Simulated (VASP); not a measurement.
Runs of VASP 6.6.1 on Ag. The structure is that of space group Fm-3m (No. 225), or close to it. The cells are those of the table. 

| level | potentials or basis | spin | U | cell | k mesh | cutoff (eV) | smearing | grid for exact exchange (PRECFOCK) | share of exact exchange | screening parameter | gap on the mesh (eV) | pressure (GPa) | moment (μB) |
| --- | --- | --- | --- | --- | --- | --- | --- | --- | --- | --- | --- | --- | --- |
| PBE-based screened hybrid with 25 % exact exchange | VASP PAW PBE potentials, release 64 (Ag) | off | - | a = 2.889 Å, angles 60.0°, 1 atom | 6 × 6 × 6 | 520 | fermi-dirac 0.05 eV | Normal | 0.25 | 0.3 1/Å | none | 5.0 | - |
| LDA | VASP PAW LDA potentials, release 64 (Ag) | off | - | a = 3.027 Å, angles 60.0°, 1 atom | 11 × 11 × 11 | 500 | gaussian 0.05 eV | - | - | - | none | (a) | - |
| PBE exchange alone | VASP PAW PBE potentials, release 64 (Ag) | non-collinear, zero start, SOC | - | a = 2.664 Å, angles 60.0°, 1 atom | 11 × 11 × 11 | 520 | methfessel-paxton 0.15 eV | - | - | - | - | 89.2 | 0.00 |
| HSE06 | VASP PAW PBE potentials, release 64 (Ag) | off | - | a = 2.946 Å, angles 60.0°, 1 atom | 6 × 6 × 6 | 520 | fermi-dirac 0.05 eV | Normal | 0.25 | 0.2079 1/Å | none | -0.1 | - |
| PBE+D4+U | VASP PAW PBE potentials, release 64 (Ag) | non-collinear, zero start, SOC | Ag d U = 4.5 eV | a = 2.906 Å, angles 60.0°, 1 atom | 11 × 11 × 11 | 520 | tetrahedron | - | - | - | - | -3.2 | 0.00 |
| r2SCAN+rVV10 | VASP PAW PBE potentials, release 64 (Ag) | non-collinear, zero start, SOC | - | a = 2.768 Å, angles 60.0°, 1 atom | 11 × 11 × 11 | 550 | gaussian 0.05 eV | - | - | - | - | 19.6 | 0.00 |
| PBE exchange alone | VASP PAW PBE potentials, release 64 (Ag) | non-collinear, zero start, SOC | - | a = 2.734 Å, angles 60.0°, 1 atom | 11 × 11 × 11 | 520 | methfessel-paxton 0.15 eV | - | - | - | - | 60.1 | 0.00 |
| PBE exchange alone | VASP PAW PBE potentials, release 64 (Ag) | non-collinear, zero start, SOC | - | a = 2.700 Å, angles 60.0°, 1 atom | 11 × 11 × 11 | 520 | methfessel-paxton 0.15 eV | - | - | - | - | 73.2 | 0.00 |
| r2SCAN0 | VASP PAW PBE potentials, release 64 (Ag) | off | - | a = 2.869 Å, angles 60.0°, 1 atom | 6 × 6 × 6 | 520 | fermi-dirac 0.05 eV | Normal | 0.25 | - | none | 5.5 | - |
| PBE | VASP PAW PBE potentials, release 64 (Ag) | off | - | a = 2.889 Å, angles 60.0°, 1 atom | 20 × 20 × 20 | 520 | fermi-dirac 0.05 eV | - | - | - | none | 4.6 | - |
| revPBE+D3(BJ) | VASP PAW PBE potentials, release 64 (Ag) | off | - | a = 2.889 Å, angles 60.0°, 1 atom | 11 × 11 × 11 | 520 | methfessel-paxton 0.1 eV | - | - | - | none | (b) | - |

Fill in the values left out.

(a) -15.6; (b) -3.9.

Caveats: some runs use coarse meshes; the PAW data sets were made with another functional, which shifts forces and pressure a little (at least some runs); the cell stands under pressure (at least some runs); the cell stands under tension (at least some runs); the U is typed as a test and isn't derived for this compound (at least some runs); three body term missing (at least some runs).

A k mesh can miss the band edges, and rows without SOC leave out spin-orbit coupling on Ag.

A gap of «none» marks levels without a gap at the run's occupations.
